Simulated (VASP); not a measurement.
Set up this calculation in VASP 6.6.1, as the native input.

```yaml
Task: single point
Functional: r2SCAN
Potentials_or_basis: VASP PAW PBE potentials, release 64 (Pb_d, Te)
Cutoff: 520 eV
k_mesh: 6 × 6 × 4
Occupations: gaussian, width 0.01 eV
Spin: no spin polarisation
Dipole_correction: no
Further_INCAR_settings: ALGO = Normal; EDIFF = 1e-06; NBANDS = 28
```

Crystal: TePb.

```
CELL_PARAMETERS angstrom
5.38613 0.00000 0.00000
-2.69307 4.66453 0.00000
0.00000 0.00000 6.44102
ATOMIC_POSITIONS crystal
Pb 0.33333 0.66667 0.25000
Pb 0.66667 0.33333 0.75000
Te 0.66667 0.33333 0.25000
Te 0.33333 0.66667 0.75000
```

These files were run (other wordings do the same):

POSCAR

```
TePb
1.0
    5.3861330070      0.0000000000      0.0000000000
   -2.6930665035      4.6645280122      0.0000000000
    0.0000000000      0.0000000000      6.4410230583
Pb Te
2 2
Direct
    0.3333333333      0.6666666667      0.2500000000
    0.6666666667      0.3333333333      0.7500000000
    0.6666666667      0.3333333333      0.2500000000
    0.3333333333      0.6666666667      0.7500000000
```

INCAR.step1

```
SYSTEM = TePb
  PREC = Accurate
  ENCUT = 520
  ISMEAR = 0
  SIGMA = 0.01
  LREAL = .False.
  LASPH = .True.
  NELM = 80
  NBANDS = 28
  GGA = PE
  ALGO = Normal
  EDIFF = 1E-4
  LWAVE = .True.
  LCHARG = .False.
```

INCAR.step2

```
SYSTEM = TePb
  PREC = Accurate
  ENCUT = 520
  EDIFF = 1E-6
  ISMEAR = 0
  SIGMA = 0.01
  LREAL = .False.
  LASPH = .True.
  NELM = 80
  ALGO = Normal
  ISIF = 2
  LWAVE = .False.
  LCHARG = .False.
  METAGGA = R2SCAN
  LMIXTAU = .True.
  NBANDS = 28
  ISTART = 1
```

KPOINTS

```
regular mesh
0
Gamma
  6 6 4
  0 0 0
```

Potentials or basis: VASP PAW PBE potentials, release 64 (Pb_d, Te).

The run is started by

```sh
$ cat potpaw_PBE.64/Pb_d/POTCAR potpaw_PBE.64/Te/POTCAR > POTCAR
$ cp INCAR.step1 INCAR
$ mpirun -np 1 vasp_std > vasp.out
$ cp INCAR.step2 INCAR
$ mpirun -np 1 vasp_std > vasp.out
```

It gave:

```
Pressure               : 2.2 GPa
Band gap on the k mesh : 1.23 eV (least direct gap 1.28 eV)
```

Caveat: the PAW data sets were made with another functional, which shifts forces and pressure a little; spin-orbit coupling is left out, which moves the levels of the heavy elements.

Wall time 9.4 min on 1 thread of Intel Xeon 8259CL, on a shared host, peak memory 0.34 GiB.
